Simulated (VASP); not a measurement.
Input of a VASP 6.6.1 run:

The input INCAR:

```
SYSTEM = SrAlO4
PREC = Accurate
ENCUT = 520
EDIFF = 1E-6
ISMEAR = 0
SIGMA = 0.1
LREAL = .FALSE.
LASPH = .TRUE.
NELM = 150
ALGO = Normal
ISIF = 2
LWAVE = .FALSE.
LCHARG = .TRUE.
ISPIN = 2
MAGMOM = 0 0 0.71 0.71 0.71 0.71
LORBIT = 11
GGA = PE
LELF = .TRUE.
LVHAR = .TRUE.
NBANDS = 32
```

KPOINTS

```
Automatic mesh
0
G
  6 6 4
  0 0 0
```

POSCAR

```
SrAlO4
1.0
    3.6396610739      0.0000000000      0.0000000000
    0.0000000000      3.6396610739      0.0000000000
    0.0000000000      0.0000000000      5.9110585429
Sr Al O
1 1 4
Direct
    0.5000000000      0.5000000000      0.5000000000
    0.0000000000      0.0000000000      0.0000000000
    0.0000000000      0.0000000000      0.6723964782
    0.5000000000      0.0000000000      0.0000000000
    0.0000000000      0.5000000000      0.0000000000
    0.0000000000      0.0000000000      0.3276035218
```

Potentials or basis: VASP PAW PBE potentials, release 64 (Sr_sv, Al, O).

Command:

```console
$ cat potpaw_PBE.64/Sr_sv/POTCAR potpaw_PBE.64/Al/POTCAR potpaw_PBE.64/O/POTCAR > POTCAR
$ mpirun -np 1 vasp_std > vasp.out
```

(1) What does it give for the net moment?

(2) What does it give for the largest force?

Answers

(1) 2.95 μB per cell.

(2) 0.003 eV/Å.
